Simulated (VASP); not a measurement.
SiGeN, 6 atoms in the cell. It takes space group P4/nmm (No. 129, tetragonal). Conventional cell: a = 3.697 Å, b = 3.697 Å, c = 5.834 Å, α = 90.00°, β = 90.00°, γ = 90.00°. Within 2.8 Å of N (site symmetry -4m2) lie 4 Si at 2.11 Å and 4 N at 2.61 Å and 4 Ge at 2.63 Å. Si (site symmetry 4mm) has 4 N at 2.11 Å and 6 Ge at 2.75 to 2.94 Å within 3.0 Å. Ge (site symmetry 4mm) has 4 N at 2.63 Å and 6 Si at 2.75 to 2.94 Å and 4 Ge at 3.35 Å within 3.5 Å. 

- Program: VASP 6.6.1
- Task: single point
- Functional: PBE
- Potentials or basis: VASP PAW PBE potentials, release 64 (N, Si, Ge_d)
- Cutoff: 520 eV
- k mesh: 7 × 7 × 5
- Occupations: methfessel-paxton, width 0.083 eV
- Spin: no spin polarisation
- Dipole correction: no
- Further INCAR settings: ALGO = Normal; EDIFF = 1e-07; NBANDS = 32

Potentials or basis: VASP PAW PBE potentials, release 64 (N, Si, Ge_d).

Launch:

```bash
$ cat potpaw_PBE.64/N/POTCAR potpaw_PBE.64/Si/POTCAR potpaw_PBE.64/Ge_d/POTCAR > POTCAR
$ mpirun -np 1 vasp_std > vasp.out
```

Hardware: 1 thread of AMD EPYC 7R13, on a shared host.

Q: How long does it take, and how much memory?

A: It took 2.6 min on 1 thread of AMD EPYC 7R13 (shared host), peak memory 0.19 GiB. Counts: scf iterations 17, k points 30.
